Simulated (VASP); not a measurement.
A run of VASP 6.6.1 is set up as follows.

The input INCAR:

```
SYSTEM = Cs
ALGO = Normal
EDIFF = 1E-6
ENCUT = 520
GGA = PS
ISIF = 2
ISMEAR = 1
IVDW = 13
LASPH = .TRUE.
LCHARG = .FALSE.
LREAL = .FALSE.
LWAVE = .FALSE.
NBANDS = 16
NELM = 60
PREC = Accurate
SIGMA = 0.05
```

File KPOINTS:

```
k-points
0
G
  3 3 2
  0 0 0
```

File POSCAR:

```
Cs
1.0
    5.2746597416      0.0000000000      0.0000000000
   -2.6373298708      4.5679893326      0.0000000000
    0.0000000000      0.0000000000      8.7733819309
Cs
2
Direct
    0.3333333333      0.6666666667      0.2500000000
    0.6666666667      0.3333333333      0.7500000000
```

Potentials or basis: VASP PAW PBE potentials, release 64 (Cs_sv).

Run with:

```sh
$ cat potpaw_PBE.64/Cs_sv/POTCAR > POTCAR
$ mpirun -np 1 vasp_std > vasp.out
```

(1) Predict the dispersion energy per atom.

(2) What does it give for the pressure?

Results:

(1) -0.025 eV.

(2) 0.0 GPa.

Caveat: the k points lie up to 0.46 Å⁻¹ apart; the PAW data sets were made with another functional, which shifts forces and pressure a little; pairwise dispersion overbinds metals, which lowers pressure and volume.
